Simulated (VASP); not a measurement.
# AlN (Fm-3m) in VASP: notebook, part 2 of 3

VASP 6.6.1. Earlier steps stand in the parts before.

**3. Electric field gradients, LDA (volume scaled by 1.05)**

File INCAR:

```
SYSTEM = AlN
PREC = Accurate ; ENCUT = 520
EDIFF = 1E-8 ; ISMEAR = -1
SIGMA = 0.02 ; LREAL = .FALSE.
LASPH = .TRUE. ; NELM = 100
ALGO = Normal ; ISIF = 2
LWAVE = .FALSE. ; LCHARG = .FALSE.
LEFG = .TRUE. ; NBANDS = 11
```

File KPOINTS:

```
regular mesh
0
G
  10 10 10
  0 0 0
```

File POSCAR:

```
AlN
1.0
    0.0000000000      2.0104319938      2.0104319938
    2.0104319938      0.0000000000      2.0104319938
    2.0104319938      2.0104319938      0.0000000000
Al N
1 1
Direct
    0.0000000000      0.0000000000      0.0000000000
    0.5000000000      0.5000000000      0.5000000000
```

Potentials or basis: VASP PAW LDA potentials, release 64 (Al, N).

Started as:

```sh
cat potpaw_LDA.64/Al/POTCAR potpaw_LDA.64/N/POTCAR > POTCAR
mpirun -np 1 vasp_std > vasp.out
```

OUTCAR:

```text
SYSTEM = AlN
   PREC = Accurate
   ENCUT = 520
   EDIFF = 1E-8
   ISMEAR = -1
   LREAL = .FALSE.
   LASPH = .TRUE.
   NELM = 100
   ISIF = 2

 ion  position               nearest neighbor table
   1  0.000  0.000  0.000-   2 2.01   2 2.01   2 2.01   2 2.01   2 2.01   2 2.01
   2  0.500  0.500  0.500-   1 2.01   1 2.01   1 2.01   1 2.01   1 2.01   1 2.01

  LATTYP: Found a face centered cubic cell.
 ALAT       =     4.0208639876

  Lattice vectors:

 A1 = (   0.0000000000,   2.0104319938,   2.0104319938)
 A2 = (   2.0104319938,   0.0000000000,   2.0104319938)
 A3 = (   2.0104319938,   2.0104319938,   0.0000000000)

Analysis of symmetry for initial positions (statically):
=====================================================================
 Subroutine PRICEL returns:
 Original cell was already a primitive cell.

 Routine SETGRP: Setting up the symmetry group for a
 face centered cubic supercell.

 Subroutine GETGRP returns: Found 48 space group operations
 (whereof 48 operations were pure point group operations)
 out of a pool of 48 trial point group operations.

The static configuration has the point symmetry O_h .

Analysis of symmetry for dynamics (positions and initial velocities):
=====================================================================
 Subroutine PRICEL returns:
 Original cell was already a primitive cell.

 Routine SETGRP: Setting up the symmetry group for a
 face centered cubic supercell.

 Subroutine GETGRP returns: Found 48 space group operations
 (whereof 48 operations were pure point group operations)
 out of a pool of 48 trial point group operations.

The dynamic configuration has the point symmetry O_h .

 Subroutine INISYM returns: Found 48 space group operations
 (whereof 48 operations are pure point group operations),
 and found     1 'primitive' translations

----------------------------------------------------------------------------------------

                                     Primitive cell

  volume of cell :      16.2517

  direct lattice vectors                    reciprocal lattice vectors
     0.000000000  2.010431994  2.010431994    -0.248702767  0.248702767  0.248702767
     2.010431994  0.000000000  2.010431994     0.248702767 -0.248702767  0.248702767
     2.010431994  2.010431994  0.000000000     0.248702767  0.248702767 -0.248702767

  length of vectors
     2.843180192  2.843180192  2.843180192     0.430765829  0.430765829  0.430765829

  position of ions in fractional coordinates (direct lattice)
     0.000000000  0.000000000  0.000000000
     0.500000000  0.500000000  0.500000000

  ion indices of the primitive-cell ions
   primitive index   ion index
                 1           1
                 2           2

----------------------------------------------------------------------------------------

 KPOINTS: regular mesh

Automatic generation of k-mesh.
 Grid dimensions read from file:
 generate k-points for:   10   10   10

 Generating k-lattice:

  Cartesian coordinates                     Fractional coordinates (reciprocal lattice)
    -0.024870277  0.024870277  0.024870277     0.100000000  0.000000000  0.000000000
[... 73 lines left out ...]
   EFERMI =   0.00;   METHOD = LEGACY
   ISMEAR =    -1;   SIGMA  =   0.02  broadening in eV -4-tet -1-fermi 0-gaus
   EFERMI_NEDOS =   21; number of points for ismear=-14 and -15
   IALGO  =     38    algorithm
   IMIX   =      4    mixing-type and parameters
     AMIX     =   0.40;   BMIX     =  1.00
     AMIX_MAG =   1.60;   BMIX_MAG =  1.00
  volume/ion in A,a.u.               =       8.13        54.84
  Fermi-wavevector in a.u.,A,eV,Ry     =   1.292624  2.442705 22.733648  1.670876
  Thomas-Fermi vector in A             =   2.424320
   LORBIT       =      0    0 simple, 1 ext, 2 COOP (PROOUT), +10 PAW based schemes
   GGA     = CA    functional components
   LHFCALC =     F    Hartree Fock is set to
   AEXX    =    0.0000 exact exchange contribution
   IVDW    =     0    specifies the selected vdW correction
   LEPSILON=     F    determine dielectric tensor
   LRPA    =     F    only Hartree local field effects (RPA)
 non-spin polarized calculation
  energy-cutoff  :      520.00
  volume of cell :       16.25
 maximum number of plane-waves:       448
 NGX is ok and might be reduce to    24
   NGX = 11   NGY = 11   NGZ = 11

 number of electron       8.0000000 magnetization

 Free energy of the ion-electron system (eV)
  ---------------------------------------------------
  ext. energy  EPLUGINS =         0.00000000
  ---------------------------------------------------
  free energy    TOTEN  =       -16.23042309 eV

  energy without entropy =      -16.23042309  energy(sigma->0) =      -16.23042309

 E-fermi :  10.3706     XC(G=0): -12.6521

 val. band max:        9.9293798559   @ k =   0.0000   0.0000   0.0000
 cond. band min:      14.5509227738   @ k =   0.5000   0.5000   0.0000
 fundamental gap:      4.6215429179
 Fermi energy:        10.3706223478

 k-point     1 :       0.0000    0.0000    0.0000
  band No.  band energies     occupation
      1      -7.6316      2.00000
      2       9.9294      2.00000
      3       9.9294      2.00000
      4       9.9294      2.00000
      5      15.9446      0.00000
      6      22.0037      0.00000
      7      22.0037      0.00000
      8      22.0037      0.00000
      9      27.2731      0.00000
     10      27.6833      0.00000
     11      27.6833      0.00000
[... 309 lines left out ...]
 k-point    24 :       0.4000    0.3000    0.0000
  band No.  band energies     occupation
      1      -4.5088      2.00000
      2       4.0341      2.00000
      3       7.0665      2.00000
      4       7.5973      2.00000
      5      16.0514      0.00000
      6      16.7893      0.00000
      7      22.2205      0.00000
      8      25.5239      0.00000
      9      26.2973      0.00000
     10      31.7482      0.00000
     11      34.6440      0.00000

 [... further k-points ...]
[... 5 lines left out ...]
  --------------------------------------------------------------------------------------
  -------------------------------------------------------------------------------------
  Total       -0.1410758     -0.1410758     -0.1410758     -0.0000000      0.0000000     -0.0000000
  in kB      -13.9080116    -13.9080116    -13.9080116     -0.0000000      0.0000000     -0.0000000
  external PRESSURE =     -13.9080116 kB  Pullay stress =       0.0000000 kB

 VOLUME and BASIS-vectors are now :
 -----------------------------------------------------------------------------
  energy-cutoff  :      520.00
  volume of cell :       16.25
      direct lattice vectors                 reciprocal lattice vectors
     0.000000000  2.010431994  2.010431994    -0.248702767  0.248702767  0.248702767
     2.010431994  0.000000000  2.010431994     0.248702767 -0.248702767  0.248702767
     2.010431994  2.010431994  0.000000000     0.248702767  0.248702767 -0.248702767

 POSITION                                       TOTAL-FORCE (eV/Angst)
 -----------------------------------------------------------------------------------
      0.00000      0.00000      0.00000        -0.000000     -0.000000      0.000000
      2.01043      2.01043      2.01043         0.000000      0.000000     -0.000000
 -----------------------------------------------------------------------------------
    total drift:                               -0.000000     -0.000000      0.000000

  FREE ENERGIE OF THE ION-ELECTRON SYSTEM (eV)
  ---------------------------------------------------
  free  energy   TOTEN  =       -16.2304230863 eV

  energy  without entropy=      -16.2304230863  energy(sigma->0) =      -16.23042309

 Electric field gradients (V/A^2)
---------------------------------------------------------------------
 ion       V_xx      V_yy      V_zz      V_xy      V_xz      V_yz
---------------------------------------------------------------------
   1      -0.000    -0.000     0.000     0.000     0.000     0.000
   2      -0.000     0.000     0.000     0.000     0.000     0.000
---------------------------------------------------------------------

 Electric field gradients after diagonalization (V/A^2)
 (convention: |V_zz| > |V_xx| > |V_yy|)
----------------------------------------------------------------------
 ion       V_xx      V_yy      V_zz     asymmetry (V_yy - V_xx)/ V_zz
----------------------------------------------------------------------
   1      -0.000    -0.000     0.000       0.000
   2      -0.000    -0.000     0.001       0.000
----------------------------------------------------------------------

           NMR quadrupolar parameters

 Cq : quadrupolar parameter    Cq=e*Q*V_zz/h
 eta: asymmetry parameters     (V_yy - V_xx)/ V_zz
 Q  : nuclear electric quadrupole moment in mb (millibarn)
----------------------------------------------------------------------
 ion       Cq(MHz)       eta       Q (mb)
----------------------------------------------------------------------
   1       0.000       0.000       1.000
   2       0.000       0.000       1.000
----------------------------------------------------------------------
```

OSZICAR:

```text
N       E                     dE             d eps       ncg     rms          rms(c)
DAV:   1     0.678734049236E+01    0.67873E+01   -0.39047E+03  1074   0.619E+02
DAV:   2    -0.175052300115E+02   -0.24293E+02   -0.22705E+02  1255   0.124E+02
DAV:   3    -0.181209460092E+02   -0.61572E+00   -0.61427E+00  1241   0.170E+01
DAV:   4    -0.181227715152E+02   -0.18255E-02   -0.18254E-02  1133   0.115E+00
DAV:   5    -0.181227817010E+02   -0.10186E-04   -0.10186E-04  1208   0.808E-02    0.774E+00
DAV:   6    -0.162879410382E+02    0.18348E+01   -0.81783E+00  1085   0.148E+01    0.278E+00
DAV:   7    -0.162498497735E+02    0.38091E-01   -0.12248E-01  1184   0.248E+00    0.173E+00
DAV:   8    -0.162305211591E+02    0.19329E-01   -0.13710E-02  1070   0.107E+00    0.250E-01
DAV:   9    -0.162304215819E+02    0.99577E-04   -0.53990E-04  1172   0.132E-01    0.148E-01
DAV:  10    -0.162304234607E+02   -0.18788E-05   -0.18498E-05  1133   0.319E-02    0.255E-02
DAV:  11    -0.162304230959E+02    0.36483E-06   -0.50065E-07  1202   0.548E-03    0.503E-03
DAV:  12    -0.162304230863E+02    0.95521E-08   -0.30720E-08  1118   0.121E-03
   1 F= -.16230423E+02 E0= -.16230423E+02  d E =-.737221E-12
```

stdout:

```text
POSCAR found type information on POSCAR AlN
 POSCAR found :  2 types and       2 ions
 scaLAPACK will be used
 LDA part: xc-table for (Slater(with rela. corr.)+CA(PZ))
 , standard interpolation
 POSCAR, INCAR and KPOINTS ok, starting setup
 FFT: planning ... GRIDC
 FFT: planning ... GRID_SOFT
 FFT: planning ... GRID
 WAVECAR not read
 entering main loop
ion   1

ion   2
```

Run time: 2.8 s. Hardware: 1 thread of Intel Xeon 6975P-C (Granite Rapids), shared host; peak memory 0.12 GiB.

Results:

```yaml
Free_energy: -16.2304 eV
Pressure: -1.4 GPa
Band_gap_on_the_k_mesh: 4.62 eV, indirect (least direct gap 6.02 eV)
```

Caveat: without QUAD_EFG the Cq values of the log hold for a quadrupole moment of 1 mb, not for the nuclei. A k mesh can miss the band edges.

(Continued in part 3 of 3.)
